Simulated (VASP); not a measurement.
# HfC (Fm-3m) in VASP: further runs

Runs on HfC. Level: LDA. Tasks: single point.

All numbers are computed with VASP 6.6.1; they aren't measurements. Logs are shortened: lines on timing, memory, paths and dates and some standing lists are left out, and cuts for length are marked.

## 1. The cell of the first run

It takes space group Fm-3m (No. 225, cubic). The conventional cell has a = 4.650 Å, b = 4.650 Å, c = 4.650 Å, α = 90.00°, β = 90.00°, γ = 90.00°. Hf (site symmetry m-3m) has 6 C at 2.33 Å within 3.1 Å. C (site symmetry m-3m) has 6 Hf at 2.33 Å within 3.1 Å.

## 2. Single point, LDA

Contents of INCAR:

```
SYSTEM = HfC
ALGO     = Normal         ! electronic algorithm
EDIFF    = 1E-6           ! SCF threshold, eV
ENCUT    = 600            ! plane-wave cutoff, eV
GGA      = CA             ! functional
GGA_COMPAT= .False.      
ISIF     = 2              ! what is computed and relaxed
ISMEAR   = -1             ! smearing method
LASPH    = .True.         ! aspherical terms in the spheres
LCHARG   = .True.         ! write CHGCAR
LELF     = .True.         ! ELF
LREAL    = .False.        ! projectors in reciprocal space
LVHAR    = .True.       
LWAVE    = .False.        ! write WAVECAR
NBANDS   = 14             ! bands
NELM     = 120            ! most SCF steps
PREC     = Accurate       ! precision mode
SIGMA    = 0.0816         ! smearing width, eV
```

Contents of KPOINTS:

```
k-points
0
Gamma
  10 10 10
  0 0 0
```

Contents of POSCAR:

```
HfC
1.0
    0.0000000000      2.3250000000      2.3250000000
    2.3250000000      0.0000000000      2.3250000000
    2.3250000000      2.3250000000      0.0000000000
Hf C
1 1
Direct
    0.5000000000      0.5000000000      0.5000000000
    0.0000000000      0.0000000000      0.0000000000
```

Potentials or basis: VASP PAW LDA potentials, release 64 (Hf_pv, C).

Launch:

```console
> cat potpaw_LDA.64/Hf_pv/POTCAR potpaw_LDA.64/C/POTCAR > POTCAR
> mpirun -np 1 vasp_std > vasp.out
```

OUTCAR:

```text
SYSTEM = HfC
   EDIFF = 1E-6
   ENCUT = 600
   GGA = CA
   ISIF = 2
   ISMEAR = -1
   LASPH = .True.
   LREAL = .False.
   NELM = 120
   PREC = Accurate

 ion  position               nearest neighbor table
   1  0.500  0.500  0.500-   2 2.33   2 2.33   2 2.33   2 2.33   2 2.33   2 2.33
   2  0.000  0.000  0.000-   1 2.33   1 2.33   1 2.33   1 2.33   1 2.33   1 2.33

  LATTYP: Found a face centered cubic cell.
 ALAT       =     4.6500000000

  Lattice vectors:

 A1 = (   0.0000000000,   2.3250000000,   2.3250000000)
 A2 = (   2.3250000000,   0.0000000000,   2.3250000000)
 A3 = (   2.3250000000,   2.3250000000,   0.0000000000)

Analysis of symmetry for initial positions (statically):
=====================================================================
 Subroutine PRICEL returns:
 Original cell was already a primitive cell.

 Routine SETGRP: Setting up the symmetry group for a
 face centered cubic supercell.

 Subroutine GETGRP returns: Found 48 space group operations
 (whereof 48 operations were pure point group operations)
 out of a pool of 48 trial point group operations.

The static configuration has the point symmetry O_h .

Analysis of symmetry for dynamics (positions and initial velocities):
=====================================================================
 Subroutine PRICEL returns:
 Original cell was already a primitive cell.

 Routine SETGRP: Setting up the symmetry group for a
 face centered cubic supercell.

 Subroutine GETGRP returns: Found 48 space group operations
 (whereof 48 operations were pure point group operations)
 out of a pool of 48 trial point group operations.

The dynamic configuration has the point symmetry O_h .

 Subroutine INISYM returns: Found 48 space group operations
 (whereof 48 operations are pure point group operations),
 and found     1 'primitive' translations

----------------------------------------------------------------------------------------

                                     Primitive cell

  volume of cell :      25.1362

  direct lattice vectors                    reciprocal lattice vectors
     0.000000000  2.325000000  2.325000000    -0.215053763  0.215053763  0.215053763
     2.325000000  0.000000000  2.325000000     0.215053763 -0.215053763  0.215053763
     2.325000000  2.325000000  0.000000000     0.215053763  0.215053763 -0.215053763

  length of vectors
     3.288046533  3.288046533  3.288046533     0.372484045  0.372484045  0.372484045

  position of ions in fractional coordinates (direct lattice)
     0.500000000  0.500000000  0.500000000
     0.000000000  0.000000000  0.000000000

  ion indices of the primitive-cell ions
   primitive index   ion index
                 1           1
                 2           2

----------------------------------------------------------------------------------------

 KPOINTS: k-points

Automatic generation of k-mesh.
 Grid dimensions read from file:
 generate k-points for:   10   10   10

 Generating k-lattice:

  Cartesian coordinates                     Fractional coordinates (reciprocal lattice)
    -0.021505376  0.021505376  0.021505376     0.100000000  0.000000000  0.000000000
     0.021505376 -0.021505376  0.021505376     0.000000000  0.100000000  0.000000000
     0.021505376  0.021505376 -0.021505376     0.000000000  0.000000000  0.100000000

  Length of vectors
     0.037248404  0.037248404  0.037248404

  Shift w.r.t. Gamma in fractional coordinates (k-lattice)
     0.000000000  0.000000000  0.000000000

 Subroutine IBZKPT returns following result:
 ===========================================

 Found     47 irreducible k-points:

 Following reciprocal coordinates:
            Coordinates               Weight
  0.000000  0.000000  0.000000      1.000000
  0.100000  0.000000  0.000000      8.000000
  0.200000  0.000000  0.000000      8.000000
  0.300000  0.000000  0.000000      8.000000
  0.400000  0.000000  0.000000      8.000000
  0.500000  0.000000  0.000000      4.000000
[... 16 lines left out ...]
  0.300000  0.300000  0.000000      6.000000
  0.400000  0.300000  0.000000     24.000000
 [... further k-points ...]
   k-points           NKPTS =     47   k-points in BZ     NKDIM =     47   number of bands    NBANDS=     14
   number of dos      NEDOS =    301   number of ions     NIONS =      2
   total plane-waves  NPLWV =  21952
   dimension x,y,z NGX =    28 NGY =   28 NGZ =   28
   dimension x,y,z NGXF=    56 NGYF=   56 NGZF=   56
   ions per type =               1   1
   NGX,Y,Z   is equivalent  to a cutoff of  14.16, 14.16, 14.16 a.u.
   NGXF,Y,Z  is equivalent  to a cutoff of  28.31, 28.31, 28.31 a.u.
 SYSTEM =  HfC
   PREC   = accura    normal or accurate (medium, high low for compatibility)
   ISTART =      0    job   : 0-new  1-cont  2-samecut
   ICHARG =      2    charge: 1-file 2-atom 10-const
   ISPIN  =      1    spin polarized calculation?
   LNONCOLLINEAR =      F non collinear calculations
   LSORBIT =      F    spin-orbit coupling
   LASPH  =      T    aspherical Exc in radial PAW
   ENCUT  =  600.0 eV  44.10 Ry    6.64 a.u.   6.57  6.57  6.57*2*pi/ulx,y,z
   NELM   =    120;   NELMIN=  2; NELMDL= -5     # of ELM steps
   EDIFF  = 0.1E-05   stopping-criterion for ELM
   LREAL  =      F    real-space projection
   EDIFFG = 0.1E-04   stopping-criterion for IOM
   NSW    =      0    number of steps for IOM
   IBRION =     -1    ionic relax: 0-MD 1-quasi-New 2-CG
   NFREE  =      0    steps in history (QN), initial steepest desc. (CG)
   ISIF   =      2    stress and relaxation
   ISYM   =      2    0-nonsym 1-usesym 2-fastsym
   POTIM  = 0.5000    time-step for ionic-motion
   TEBEG  =    0.0;   TEEND  =   0.0 temperature during run
   PSTRESS=    0.0 pullay stress
   NELECT =      14.0000    total number of electrons
   NUPDOWN=      -1.0000    fix difference up-down
   EMIN   =  10.00;   EMAX   =-10.00  energy-range for DOS
   EFERMI =   0.00;   METHOD = LEGACY
   ISMEAR =    -1;   SIGMA  =   0.08  broadening in eV -4-tet -1-fermi 0-gaus
   EFERMI_NEDOS =   21; number of points for ismear=-14 and -15
   IALGO  =     38    algorithm
   IMIX   =      4    mixing-type and parameters
     AMIX     =   0.40;   BMIX     =  1.00
     AMIX_MAG =   1.60;   BMIX_MAG =  1.00
  volume/ion in A,a.u.               =      12.57        84.81
  Fermi-wavevector in a.u.,A,eV,Ry     =   1.346949  2.545365 24.684672  1.814272
  Thomas-Fermi vector in A             =   2.474740
   LORBIT       =      0    0 simple, 1 ext, 2 COOP (PROOUT), +10 PAW based schemes
   GGA     = CA    functional components
   LHFCALC =     F    Hartree Fock is set to
   AEXX    =    0.0000 exact exchange contribution
   IVDW    =     0    specifies the selected vdW correction
   LEPSILON=     F    determine dielectric tensor
   LRPA    =     F    only Hartree local field effects (RPA)
 non-spin polarized calculation
  energy-cutoff  :      600.00
  volume of cell :       25.14
 maximum number of plane-waves:       869
 NGX is ok and might be reduce to    28
   NGX = 13   NGY = 13   NGZ = 13

 number of electron      14.0000000 magnetization

 Free energy of the ion-electron system (eV)
  ---------------------------------------------------
  ext. energy  EPLUGINS =         0.00000000
  ---------------------------------------------------
  free energy    TOTEN  =       -22.85299588 eV

  energy without entropy =      -22.84557706  energy(sigma->0) =      -22.84928647

 E-fermi :   5.8567     XC(G=0): -12.4883

 val. band max:        5.7969713083   @ k =   0.5000   0.5000   0.0000
 cond. band min:       5.8581766305   @ k =   0.1000   0.0000   0.0000
 fundamental gap:      0.0612053222
 Fermi energy:         5.8567148023

 k-point     1 :       0.0000    0.0000    0.0000
  band No.  band energies     occupation
      1     -23.5528      2.00000
      2     -23.5528      2.00000
      3     -23.5528      2.00000
      4      -6.2975      2.00000
      5       6.8709      0.00001
      6       6.8709      0.00001
      7       6.8709      0.00001
      8       7.1480      0.00000
      9       7.1480      0.00000
     10       7.1480      0.00000
     11       9.1694      0.00000
     12       9.1694      0.00000
     13      12.7960      0.00000
     14      16.8922      0.00000

 k-point     2 :       0.1000    0.0000    0.0000
  band No.  band energies     occupation
      1     -23.6233      2.00000
      2     -23.5597      2.00000
      3     -23.5597      2.00000
      4      -6.0445      2.00000
      5       5.4792      1.98062
      6       5.8582      0.99104
      7       5.8582      0.99104
      8       7.5631      0.00000
      9       7.5631      0.00000
     10       7.9602      0.00000
     11      10.2847      0.00000
     12      10.2847      0.00000
     13      13.3230      0.00000
     14      17.5810      0.00000

 k-point     3 :       0.2000    0.0000    0.0000
  band No.  band energies     occupation
      1     -23.8029      2.00000
      2     -23.5774      2.00000
      3     -23.5774      2.00000
      4      -5.3370      2.00000
      5       3.7213      2.00000
      6       4.6163      2.00000
      7       4.6163      2.00000
      8       8.2992      0.00000
      9       8.2992      0.00000
     10       8.5109      0.00000
     11      12.2762      0.00000
     12      12.2762      0.00000
     13      14.4321      0.00000
     14      18.7046      0.00000

 k-point     4 :       0.3000    0.0000    0.0000
  band No.  band energies     occupation
      1     -24.0161      2.00000
      2     -23.5992      2.00000
      3     -23.5992      2.00000
      4      -4.3099      2.00000
      5       2.0149      2.00000
      6       3.6540      2.00000
      7       3.6540      2.00000
      8       9.1942      0.00000
      9       9.3693      0.00000
     10       9.3693      0.00000
     11      14.3807      0.00000
     12      14.3807      0.00000
     13      15.0368      0.00000
     14      18.6940      0.00000

 k-point     5 :       0.4000    0.0000    0.0000
  band No.  band energies     occupation
      1     -24.1821      2.00000
      2     -23.6168      2.00000
      3     -23.6168      2.00000
      4      -3.1666      2.00000
      5       0.5252      2.00000
      6       3.0581      2.00000
      7       3.0581      2.00000
      8      10.3058      0.00000
      9      10.5023      0.00000
     10      10.5023      0.00000
     11      13.9680      0.00000
[... 276 lines left out ...]
 k-point    22 :      -0.2000    0.2000    0.0000
  band No.  band energies     occupation
      1     -23.9777      2.00000
      2     -23.7353      2.00000
      3     -23.5919      2.00000
      4      -4.1207      2.00000
      5       1.8710      2.00000
      6       3.4446      2.00000
      7       3.7774      2.00000
      8       8.7049      0.00000
      9       9.8406      0.00000
     10      10.9183      0.00000
     11      11.7650      0.00000
     12      15.4876      0.00000
     13      16.0531      0.00000
     14      18.6946      0.00000

 k-point    23 :       0.3000    0.3000    0.0000
  band No.  band energies     occupation
      1     -23.9697      2.00000
      2     -23.7091      2.00000
      3     -23.7091      2.00000
      4      -4.4521      2.00000
      5       2.0851      2.00000
      6       4.8425      1.99999
      7       5.4631      1.98405
      8       5.4631      1.98405
      9      10.3295      0.00000
     10      11.7579      0.00000
     11      11.7579      0.00000
     12      13.2668      0.00000
     13      18.0918      0.00000
     14      18.6972      0.00000

 k-point    24 :       0.4000    0.3000    0.0000
  band No.  band energies     occupation
      1     -24.0557      2.00000
      2     -23.7553      2.00000
      3     -23.7341      2.00000
      4      -4.1854      2.00000
      5       2.1766      2.00000
      6       4.0309      2.00000
      7       5.1583      1.99962
      8       6.0501      0.17101
      9      11.1434      0.00000
     10      12.1276      0.00000
     11      12.2636      0.00000
     12      14.1580      0.00000
     13      17.3680      0.00000
     14      18.4627      0.00000

 [... further k-points ...]

------------------------ aborting loop because EDIFF is reached ----------------------------------------

  FORCE on cell =-STRESS in cart. coord.  units (eV):
  Direction    XX          YY          ZZ          XY          YZ          ZX
  --------------------------------------------------------------------------------------
  -------------------------------------------------------------------------------------
  Total       -1.8309116     -1.8309116     -1.8309116      0.0000000     -0.0000000      0.0000000
  in kB     -116.7022122   -116.7022122   -116.7022122      0.0000000     -0.0000000      0.0000000
  external PRESSURE =    -116.7022122 kB  Pullay stress =       0.0000000 kB

 VOLUME and BASIS-vectors are now :
 -----------------------------------------------------------------------------
  energy-cutoff  :      600.00
  volume of cell :       25.14
      direct lattice vectors                 reciprocal lattice vectors
     0.000000000  2.325000000  2.325000000    -0.215053763  0.215053763  0.215053763
     2.325000000  0.000000000  2.325000000     0.215053763 -0.215053763  0.215053763
     2.325000000  2.325000000  0.000000000     0.215053763  0.215053763 -0.215053763

 POSITION                                       TOTAL-FORCE (eV/Angst)
 -----------------------------------------------------------------------------------
      2.32500      2.32500      2.32500        -0.000000      0.000000      0.000000
      0.00000      0.00000      0.00000         0.000000     -0.000000     -0.000000
 -----------------------------------------------------------------------------------
    total drift:                                0.000000      0.000000      0.000000

  FREE ENERGIE OF THE ION-ELECTRON SYSTEM (eV)
  ---------------------------------------------------
  free  energy   TOTEN  =       -22.8529958823 eV

  energy  without entropy=      -22.8455770630  energy(sigma->0) =      -22.84928647
```

Wall time 23 s (1 thread of Intel Xeon Platinum 8259CL at 2.50GHz (Skylake/Cascade Lake), shared host); peak memory 0.16 GiB.

Results:

```
Free energy            : -22.8530 eV
Pressure               : -11.7 GPa
Band gap on the k mesh : zero (bands 7 and 8 overlap by 1.41 eV)
```

Caveat: the cell stands under tension; spin-orbit coupling is left out, which moves the levels of the heavy elements.

## 3. Single point, LDA

Contents of INCAR:

```
SYSTEM = HfC
ALGO = Normal
EDIFF = 1E-6
ENCUT = 600
GGA_COMPAT = .FALSE.
ISIF = 2
ISMEAR = -1
LASPH = .TRUE.
LCHARG = .FALSE.
LREAL = .FALSE.
LWAVE = .FALSE.
NBANDS = 14
NELM = 120
PREC = Accurate
SIGMA = 0.0816
```

Contents of KPOINTS:

```
k-points
0
G
  10 10 10
  0 0 0
```

POSCAR is that of step 2.

Potentials or basis: VASP PAW LDA potentials, release 64 (Hf_pv, C).

Launch:

```console
> cat potpaw_LDA.64/Hf_pv/POTCAR potpaw_LDA.64/C/POTCAR > POTCAR
> mpirun -np 1 vasp_std > vasp.out
```

Run time: 23 s. Hardware: 1 thread of Intel Xeon Platinum 8259CL at 2.50GHz (Skylake/Cascade Lake), shared host; peak memory 0.15 GiB.

It converged, with:

| Item | Value |
| --- | --- |
| Free energy | -22.8530 eV |
| Pressure | -11.7 GPa |
| Band gap on the k mesh | zero (bands 7 and 8 overlap by 1.41 eV) |

Levels at points of the mesh, in eV from the Fermi level:
```
           k point  band 3  band 4  band 5  band 6  band 7  band 8  band 9  band 10  band 11  band 12
(0.00, 0.00, 0.00)  -29.41  -12.15    1.01    1.01    1.01    1.29    1.29     1.29     3.31     3.31
(0.50, 0.00, 0.00)  -29.48   -8.32   -6.13   -3.00   -3.00    5.20    5.20     5.69     6.63    11.31
(0.50, 0.50, 0.00)  -29.65  -10.24   -2.51   -1.84   -0.06   -0.06    5.23     6.61     6.61     8.36
```

Caveat: the cell stands under tension; spin-orbit coupling is left out, which moves the levels of the heavy elements.

The gap in the log of VASP goes by the Fermi energy; the results here count the filled bands.